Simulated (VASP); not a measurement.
TiN (Osbornite): single point with r2SCAN

TiN (Osbornite):

```
CELL_PARAMETERS angstrom
0.00000 2.11690 2.11690
2.11690 0.00000 2.11690
2.11690 2.11690 0.00000
ATOMIC_POSITIONS crystal
Ti 0.00000 0.00000 0.00000
N 0.50000 0.50000 0.50000
```

```yaml
Program: VASP 6.6.1
Task: single point
Functional: r2SCAN
Potentials_or_basis: VASP PAW PBE potentials, release 64 (Ti_sv, N)
Cutoff: 520 eV
k_mesh: 13 × 13 × 13
Occupations: fermi-dirac, width 0.1 eV
Spin: no spin polarisation
```

| Item | Value |
| --- | --- |
| Pressure | 1.3 GPa |

Levels at points of the mesh, in eV from the Fermi level:
```
           k point  band 7  band 8  band 9  band 10  band 11  band 12
(0.00, 0.00, 0.00)   -2.40   -2.40   -0.63    -0.63    -0.63     0.58
```

Wall time 37 s on 1 thread of Intel(R) Xeon(R) 6975P-C (Granite Rapids) (shared host), peak memory 0.16 GiB.

Caveat: the PAW data sets were made with another functional, which shifts forces and pressure a little.
